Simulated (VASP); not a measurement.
## CdS: single point with LDA

Crystal: CdS.

```xyz
4
Lattice="3.9564 0.0000 0.0000 -1.9782 3.4263 0.0000 0.0000 0.0000 6.4642" Properties=species:S:1:pos:R:3 pbc="T T T"
Cd    0.0000    2.2842   -0.0002
Cd    1.9782    1.1421    3.2318
S     0.0000    2.2842    2.4243
S     1.9782    1.1421    5.6564
```

```yaml
Program: VASP 6.6.1
Task: single point
Functional: LDA
Potentials_or_basis: VASP PAW LDA potentials, release 64 (Cd, S)
Cutoff: 520 eV
k_mesh: 6 × 6 × 4
Occupations: gaussian, width 0.01 eV
Spin: no spin polarisation
Dipole_correction: no
Further_INCAR_settings: ALGO = Normal; EDIFF = 1e-07; NBANDS = 26
```

```
Pressure               : 7.8 GPa
Band gap on the k mesh : 1.24 eV
```

Levels at points of the mesh, in eV from the valence-band top:
```csv
k point,band 16,band 17,band 18,band 19,band 20,band 21
"(0.00, 0.00, 0.00)",-0.09,0.00,0.00,1.24,2.74,6.25
"(0.50, 0.00, 0.00)",-2.40,-1.72,-0.97,3.63,3.76,4.80
"(0.00, 0.00, 0.50)",-0.51,-0.51,-0.51,2.89,2.89,6.09
"(0.50, 0.00, 0.50)",-1.73,-1.72,-1.72,3.25,3.25,5.23
```

It took 44 s on 1 thread of Intel Xeon 8259CL, with other jobs on the host, peak memory 0.18 GiB.

Caveat: the cell stands under pressure.
